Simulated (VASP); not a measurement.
GaP, 2 atoms in the cell. Symmetry: I-4m2, No. 119, tetragonal system. The conventional cell has a = 3.854 Å, b = 3.854 Å, c = 5.042 Å, α = 90.00°, β = 90.00°, γ = 90.00°. Within 3.0 Å of Ga (site symmetry -4m2) lie 4 P at 2.30 Å. P (site symmetry -4m2) has 4 Ga at 2.30 Å within 3.0 Å.  This cell differs from its parent crystal: strain -0.0750 x Voigt [1, 0, 0, 0, 0, 0].

* Program: VASP 6.6.1
* Task: single point
* Functional: r2SCAN
* Potentials or basis: VASP PAW PBE potentials, release 64 (Ga_d, P)
* Cutoff: 520 eV
* k mesh: 8 × 8 × 8
* Occupations: gaussian, width 0.05 eV
* Spin: no spin polarisation
* Dipole correction: no
* Further INCAR settings: ALGO = Normal; EDIFF = 1e-06; NBANDS = 16

Potentials or basis: VASP PAW PBE potentials, release 64 (Ga_d, P).

Run with:

```bash
$ cat potpaw_PBE.64/Ga_d/POTCAR potpaw_PBE.64/P/POTCAR > POTCAR
$ cp INCAR.step1 INCAR
$ mpirun -np 1 vasp_std > vasp.out
$ cp INCAR.step2 INCAR
$ mpirun -np 1 vasp_std > vasp.out
```

Hardware: 1 thread of Intel(R) Xeon(R) 6975P-C (Granite Rapids), on a shared host.

Question: How long does it take, and how much memory?

Answer: It took 78 s on 1 thread of Intel(R) Xeon(R) 6975P-C (Granite Rapids), on a shared host, peak memory 0.18 GiB. Counts: k points 59.
